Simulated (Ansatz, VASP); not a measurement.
**InSe: VASP beside Ansatz**

Contents of INCAR:

```
PREC     = Accurate       # precision mode
ENCUT    = 520            # plane-wave cutoff, eV
EDIFF    = 1E-6           # SCF threshold, eV
ISMEAR   = 0              # smearing method
SIGMA    = 0.05           # smearing width, eV
LREAL    = False          # projectors in reciprocal space
LASPH    = True           # aspherical terms in the spheres
NELM     = 100            # most SCF steps
ALGO     = Normal         # electronic algorithm
ISIF     = 2              # what is computed and relaxed
LWAVE    = False          # write WAVECAR
LCHARG   = False          # write CHGCAR
GGA      = PS             # functional
NBANDS   = 27             # bands
```

Contents of KPOINTS:

```
regular mesh
0
Gamma
  8 8 6
```

Contents of POSCAR:

```
InSe
1.0
    5.8749264423     -2.0552742521     -0.0052948673
    5.8749264423      2.0552742521     -0.0052948673
   -1.6051187023      0.0000000000      4.2720903652
In Se
2 2
Direct
    0.8858026589      0.8858026589      0.0290539339
    0.1141973411      0.1141973411      0.9709460661
    0.6754702344      0.6754702344      0.6726459428
    0.3452787783      0.3452787783      0.3625132294
```

Input for Ansatz:

```yaml
crystal:
  lattice:
    - [5.8749264423, -2.0552742521, -0.0052948673]
    - [5.8749264423, 2.0552742521, -0.0052948673]
    - [-1.6051187023, 0.0, 4.2720903652]
  atoms:
    - { symbol: In, position: [0.8858026589, 0.8858026589, 0.0290539339] }
    - { symbol: In, position: [0.1141973411, 0.1141973411, 0.9709460661] }
    - { symbol: Se, position: [0.6754702344, 0.6754702344, 0.6726459428] }
    - { symbol: Se, position: [0.3452787783, 0.3452787783, 0.3625132294] }
basis:
  ecutwfc: 420
kpoints:
  mp_grid: { grid: [8, 8, 6] }
hamiltonian:
  xc: pbesol
scf:
  occupations: { method: gaussian, width: 0.05 }
output:
  forces: true
  stress: true
  eigenvalues: true
```

Alike in both runs: task single point; functional PBEsol; k mesh 8 × 8 × 6; occupations gaussian, width 0.05 eV; no spin polarisation.

|  | VASP | Ansatz |
| --- | --- | --- |
| version | VASP 6.6.1 | Ansatz 0.2.0 |
| potentials or method | VASP PAW PBE potentials, release 64 (In_d, Se), cutoff 520 eV | scalar-relativistic, plane waves, PAW |
| valence electrons in the cell | 38 | 58 |

Ansatz gave:

```
gap on the k mesh at the Fermi level (eV)                     : 1.04
least direct gap on the mesh (eV)                             : 1.12
pressure (GPa)                                                : 2.5
traceless stress, the component that is largest in VASP (GPa) : 3.61
rms of the force components (eV/Å)                            : 0.822
```

Estimate VASP's values.

gap on the k mesh at the Fermi level (eV): 1.04; least direct gap on the mesh (eV): 1.11; pressure (GPa): 2.6; traceless stress, the component that is largest in VASP (GPa): 3.63; rms of the force components (eV/Å): 0.829.

VASP's potentials were made for PBE, not for PBEsol. Atom by atom the forces differ by 0.011 eV/Å (rms over components). VASP's potentials hold 38 valence electrons a cell and Ansatz's 58, so a difference there can come from the potentials and not from the codes.
